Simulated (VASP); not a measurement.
# Sn (I4/mmm) in VASP: a series of runs, part 2 of 2

VASP 6.6.1. The steps go on from the part before.

**5. Single point, RPBE**

The input, INCAR:

```
PREC = Accurate
ENCUT = 520
EDIFF = 1E-6
ISMEAR = -1
SIGMA = 0.05
LREAL = F
LASPH = T
NELM = 80
ALGO = Normal
ISIF = 2
LWAVE = F
LCHARG = F
GGA = RP
NBANDS = 13
```

The input, KPOINTS:

```
regular mesh
0
Gamma
  6 6 6
```

The input, POSCAR:

```
Sn
1.0
   -2.0291894110      2.0291894110      1.6607599896
    2.0291894110     -2.0291894110      1.6607599896
    2.0291894110      2.0291894110     -1.6607599896
Sn
1
Direct
    0.0000000000      0.0000000000      0.0000000000
```

Potentials or basis: VASP PAW PBE potentials, release 64 (Sn_d).

The run is started by

```bash
> cat potpaw_PBE.64/Sn_d/POTCAR > POTCAR
> mpirun -np 1 vasp_std > vasp.out
```

OUTCAR:

```text
PREC = Accurate
   ENCUT = 520
   EDIFF = 1E-6
   ISMEAR = -1
   LREAL = F
   LASPH = T
   NELM = 80
   ISIF = 2
   GGA = RP

 ion  position               nearest neighbor table
   1  0.000  0.000  0.000-

  LATTYP: Found a body centered tetragonal cell.
 ALAT       =     4.0583788220
 C/A-ratio  =     0.8184351745

  Lattice vectors:

 A1 = (  -2.0291894110,   2.0291894110,   1.6607599896)
 A2 = (   2.0291894110,  -2.0291894110,   1.6607599896)
 A3 = (   2.0291894110,   2.0291894110,  -1.6607599896)

Analysis of symmetry for initial positions (statically):
=====================================================================
 Subroutine PRICEL returns:
 Original cell was already a primitive cell.

 Routine SETGRP: Setting up the symmetry group for a
 body centered tetragonal supercell.

 Subroutine GETGRP returns: Found 16 space group operations
 (whereof 16 operations were pure point group operations)
 out of a pool of 16 trial point group operations.

The static configuration has the point symmetry D_4h.

Analysis of symmetry for dynamics (positions and initial velocities):
=====================================================================
 Subroutine PRICEL returns:
 Original cell was already a primitive cell.

 Routine SETGRP: Setting up the symmetry group for a
 body centered tetragonal supercell.

 Subroutine GETGRP returns: Found 16 space group operations
 (whereof 16 operations were pure point group operations)
 out of a pool of 16 trial point group operations.

The dynamic configuration has the point symmetry D_4h.

 Subroutine INISYM returns: Found 16 space group operations
 (whereof 16 operations are pure point group operations),
 and found     1 'primitive' translations

----------------------------------------------------------------------------------------

                                     Primitive cell

[... 109 lines left out ...]
  volume/ion in A,a.u.               =      27.35       184.59
  Fermi-wavevector in a.u.,A,eV,Ry     =   1.309524  2.474642 23.331997  1.714853
  Thomas-Fermi vector in A             =   2.440117
   LORBIT       =      0    0 simple, 1 ext, 2 COOP (PROOUT), +10 PAW based schemes
   GGA     = RP    functional components
   LHFCALC =     F    Hartree Fock is set to
   AEXX    =    0.0000 exact exchange contribution
   IVDW    =     0    specifies the selected vdW correction
   LEPSILON=     F    determine dielectric tensor
   LRPA    =     F    only Hartree local field effects (RPA)
 non-spin polarized calculation
  energy-cutoff  :      520.00
  volume of cell :       27.35
 maximum number of plane-waves:       750
 NGX is ok and might be reduce to    28
   NGX = 13   NGY = 13   NGZ = 13

 number of electron      14.0000001 magnetization

 Free energy of the ion-electron system (eV)
  ---------------------------------------------------
  ext. energy  EPLUGINS =         0.00000000
  ---------------------------------------------------
  free energy    TOTEN  =        -3.35865054 eV

  energy without entropy =       -3.35026200  energy(sigma->0) =       -3.35445627

 E-fermi :   8.4953     XC(G=0): -10.2440

 val. band max:        8.2709550109   @ k =  -0.3333  -0.3333   0.3333
 cond. band min:       8.4990579567   @ k =   0.5000   0.1667  -0.0000
 fundamental gap:      0.2281029458
 Fermi energy:         8.4952921538

 k-point     1 :       0.0000    0.0000    0.0000
  band No.  band energies     occupation
      1     -13.5165      2.00000
      2     -13.4463      2.00000
      3     -13.4463      2.00000
      4     -13.4458      2.00000
      5     -13.3289      2.00000
      6      -2.9238      2.00000
      7      14.9107      0.00000
      8      14.9107      0.00000
      9      17.5067      0.00000
     10      18.3113      0.00000
     11      19.4845      0.00000
     12      20.5982      0.00000
     13      20.5982      0.00000
[... 354 lines left out ...]
  band No.  band energies     occupation
      1     -13.4788      2.00000
      2     -13.4498      2.00000
      3     -13.3908      2.00000
      4     -13.3422      2.00000
      5     -13.3286      2.00000
      6       0.9246      2.00000
      7       7.2135      2.00000
      8      10.4725      0.00000
      9      11.1782      0.00000
     10      15.3843      0.00000
     11      18.0041      0.00000
     12      18.5496      0.00000
     13      23.4089      0.00000

 [... further k-points ...]
[... 5 lines left out ...]
  --------------------------------------------------------------------------------------
  -------------------------------------------------------------------------------------
  Total        0.5057982      0.5057982      0.4205135      0.0000000      0.0000000      0.0000000
  in kB       29.6261909     29.6261909     24.6307971      0.0000000      0.0000000      0.0000000
  external PRESSURE =      27.9610597 kB  Pullay stress =       0.0000000 kB

 VOLUME and BASIS-vectors are now :
 -----------------------------------------------------------------------------
  energy-cutoff  :      520.00
  volume of cell :       27.35
      direct lattice vectors                 reciprocal lattice vectors
    -2.029189411  2.029189411  1.660759990     0.000000000  0.246403809  0.301066983
     2.029189411 -2.029189411  1.660759990     0.246403809  0.000000000  0.301066983
     2.029189411  2.029189411 -1.660759990     0.246403809  0.246403809  0.000000000

 POSITION                                       TOTAL-FORCE (eV/Angst)
 -----------------------------------------------------------------------------------
      0.00000      0.00000      0.00000        -0.000000     -0.000000      0.000000
 -----------------------------------------------------------------------------------
    total drift:                               -0.000000     -0.000000     -0.000000

  FREE ENERGIE OF THE ION-ELECTRON SYSTEM (eV)
  ---------------------------------------------------
  free  energy   TOTEN  =        -3.3586505372 eV

  energy  without entropy=       -3.3502620028  energy(sigma->0) =       -3.35445627
```

Wall time 4.7 s (1 thread of Intel Xeon 6975P-C (Granite Rapids), shared host); peak memory 0.15 GiB.

Results:

| Property | Result |
| --- | --- |
| Free energy | -3.3587 eV |
| Pressure | 2.8 GPa |
| Band gap on the k mesh | zero (band 7 reaches 14.91 eV, above the bottom of band 8 at 6.15 eV) |

Levels at points of the mesh, in eV from the Fermi level:
```
           k point  band 5  band 6  band 7  band 8  band 9  band 10
(0.00, 0.00, 0.00)  -21.82  -11.42    6.42    6.42    9.01     9.82
(0.50, 0.00, 0.00)  -21.78   -6.11   -4.56    2.70    3.96     6.78
(0.50, 0.50, 0.00)  -21.79   -7.63   -5.08    5.43    7.40     9.96
(0.50, 0.50, 0.50)  -21.76   -3.73   -1.96   -1.96    2.15     2.62
```

Caveat: the k points lie up to 0.41 Å⁻¹ apart; the PAW data sets were made with another functional, which shifts forces and pressure a little; spin-orbit coupling is left out, which moves the levels of the heavy elements.

**6. Single point, revPBE**

The input, INCAR:

```
  PREC = Accurate
  ENCUT = 520
  EDIFF = 1E-6
  ISMEAR = -1
  SIGMA = 0.05
  LREAL = F
  LASPH = T
  NELM = 100
  ALGO = Fast
  ISIF = 2
  LWAVE = F
  LCHARG = F
  GGA = RE
  NBANDS = 13
```

The input, KPOINTS:

```
Automatic mesh
0
Gamma
  6 6 6
```

POSCAR is that of step 5.

Potentials or basis: VASP PAW PBE potentials, release 64 (Sn_d).

The run is started by

```bash
> cat potpaw_PBE.64/Sn_d/POTCAR > POTCAR
> mpirun -np 1 vasp_std > vasp.out
```

It took 6 s on 1 thread of Intel Xeon 6975P-C (Granite Rapids), shared host; peak memory 0.15 GiB.

Results (log left out):

```yaml
Free_energy: -3.4204 eV
Pressure: 2.4 GPa
Band_gap_on_the_k_mesh: zero (band 7 reaches 14.87 eV, above the bottom of band 8 at 6.12 eV)
```

Stress tensor (GPa, compression positive):
```
2.63 0.00 0.00
0.00 2.63 0.00
0.00 0.00 2.05
```

Levels at points of the mesh, in eV from the Fermi level:
| k point | band 4 | band 5 | band 6 | band 7 | band 8 | band 9 | band 10 | band 11 |
| --- | --- | --- | --- | --- | --- | --- | --- | --- |
| (0.00, 0.00, 0.00) | -21.92 | -21.80 | -11.42 | 6.40 | 6.40 | 8.99 | 9.83 | 10.99 |
| (0.50, 0.00, 0.00) | -21.78 | -21.76 | -6.12 | -4.56 | 2.70 | 3.95 | 6.78 | 6.94 |
| (0.50, 0.50, 0.00) | -21.85 | -21.77 | -7.64 | -5.08 | 5.42 | 7.39 | 9.96 | 10.52 |
| (0.50, 0.50, 0.50) | -21.78 | -21.74 | -3.74 | -1.96 | -1.96 | 2.15 | 2.64 | 5.67 |

Caveat: the k points lie up to 0.41 Å⁻¹ apart; the PAW data sets were made with another functional, which shifts forces and pressure a little; spin-orbit coupling is left out, which moves the levels of the heavy elements.

**7. The runs side by side**

```csv
level,potentials or basis,gap on the mesh (eV),pressure (GPa)
LDA,"VASP PAW LDA potentials, release 64 (Sn_d)",none,-2.7
PBE,"VASP PAW PBE potentials, release 64 (Sn_d)",none,1.4
PBEsol,"VASP PAW PBE potentials, release 64 (Sn_d)",none,-1.4
RPBE,"VASP PAW PBE potentials, release 64 (Sn_d)",none,2.8
revPBE,"VASP PAW PBE potentials, release 64 (Sn_d)",none,2.4
```

Alike in all rows: task single point; no spin polarisation; cell as given; k mesh 6 × 6 × 6; cutoff (eV) 520; smearing fermi-dirac 0.05 eV.

Caveats: all runs use coarse meshes; spin-orbit coupling is left out, which moves the levels of the heavy elements; the PAW data sets were made with another functional, which shifts forces and pressure a little (some runs).

Absolute energies hang on the potentials; compare differences alone.
